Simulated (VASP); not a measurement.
A run of VASP 6.6.1:

File INCAR:

```
SYSTEM = Rh
AGGAC = 1.0
AGGAX = 1.0
ALDAC = 0.0
ALDAX = 1.0
ALGO = Normal
EDIFF = 1E-6
ENCUT = 520
GGA = B5
ISIF = 2
ISMEAR = -1
LASPH = .True.
LCHARG = .False.
LREAL = .False.
LWAVE = .False.
NBANDS = 22
NELM = 60
PREC = Accurate
SIGMA = 0.1
```

File KPOINTS:

```
k-points
0
Gamma
  15 15 8
  0 0 0
```

The input POSCAR:

```
Rh
1.0
    2.6611074943      0.0000000000      0.0000000000
   -1.3305537471      2.3045866923      0.0000000000
    0.0000000000      0.0000000000      4.2799730759
Rh
2
Direct
    0.3333333333      0.6666666667      0.2500000000
    0.6666666667      0.3333333333      0.7500000000
```

Potentials or basis: VASP PAW PBE potentials, release 64 (Rh_pv).

The run is started by

```console
$ cat potpaw_PBE.64/Rh_pv/POTCAR > POTCAR
$ mpirun -np 1 vasp_std > vasp.out
```

Hardware: 1 thread of Intel(R) Xeon(R) Platinum 8375C CPU @ 2.90GHz (Ice Lake), on a shared host.

**Question.** Estimate the wall time of this run.

**Answer.** It took 33 s on 1 thread of Intel(R) Xeon(R) Platinum 8375C CPU @ 2.90GHz (Ice Lake), on a shared host, peak memory 0.18 GiB. Counts: scf iterations 11, k points 135.
